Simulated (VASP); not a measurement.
A run of VASP 6.6.1 is set up as follows.

File INCAR:

```
  ALGO = Normal
  EDIFF = 1E-6
  ENCUT = 520
  GGA = PS
  ISIF = 2
  ISMEAR = 0
  LASPH = T
  LCHARG = T
  LELF = T
  LREAL = F
  LVHAR = T
  LWAVE = F
  NBANDS = 14
  NELM = 60
  PREC = Accurate
  SIGMA = 0.01
```

File KPOINTS:

```
k-points
0
Gamma
  8 8 8
```

Contents of POSCAR:

```
NaF
1.0
    0.0000000000      2.2613441666      2.2613441666
    2.2613441666      0.0000000000      2.2613441666
    2.2613441666      2.2613441666      0.0000000000
Na F
1 1
Direct
    0.0000000000      0.0000000000      0.0000000000
    0.5000000000      0.5000000000      0.5000000000
```

Potentials or basis: VASP PAW PBE potentials, release 64 (Na_pv, F).

Command:

```bash
$ cat potpaw_PBE.64/Na_pv/POTCAR potpaw_PBE.64/F/POTCAR > POTCAR
$ mpirun -np 1 vasp_std > vasp.out
```

Q: Predict the band gap on the k mesh.

A: 6.56 eV, direct.

Q: What does it give for the pressure?

A: 4.0 GPa.

Caveat: the PAW data sets were made with another functional, which shifts forces and pressure a little.
